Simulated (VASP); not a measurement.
Mg, 2 atoms in the cell. It takes space group P6_3/mmc (No. 194, hexagonal). The conventional cell has a = 3.272 Å, b = 3.272 Å, c = 5.313 Å, α = 90.00°, β = 90.00°, γ = 120.00°. Within 4.3 Å of Mg (site symmetry -6m2) lie 12 Mg at 3.26 to 3.27 Å. 

```yaml
Program: VASP 6.6.1
Task: electric field gradients
Functional: PBEsol
Potentials_or_basis: VASP PAW PBE potentials, release 64 (Mg)
Cutoff: 520 eV
k_mesh: 12 × 12 × 7
Occupations: fermi-dirac, width 0.08 eV
Spin: no spin polarisation
Dipole_correction: no
Further_INCAR_settings: ALGO = Normal; EDIFF = 1e-08; NBANDS = 9
```

Potentials or basis: VASP PAW PBE potentials, release 64 (Mg).

Launch:

```sh
$ cat potpaw_PBE.64/Mg/POTCAR > POTCAR
$ mpirun -np 1 vasp_std > vasp.out
```

Hardware: 1 thread of Intel(R) Xeon(R) Platinum 8259CL CPU @ 2.50GHz (Skylake/Cascade Lake), on a shared host.

Q: How long does it take, and how much memory?

A: Wall time 22 s on 1 thread of Intel(R) Xeon(R) Platinum 8259CL CPU @ 2.50GHz (Skylake/Cascade Lake), with other jobs on the host, peak memory 0.17 GiB. Counts: scf iterations 12, k points 76.
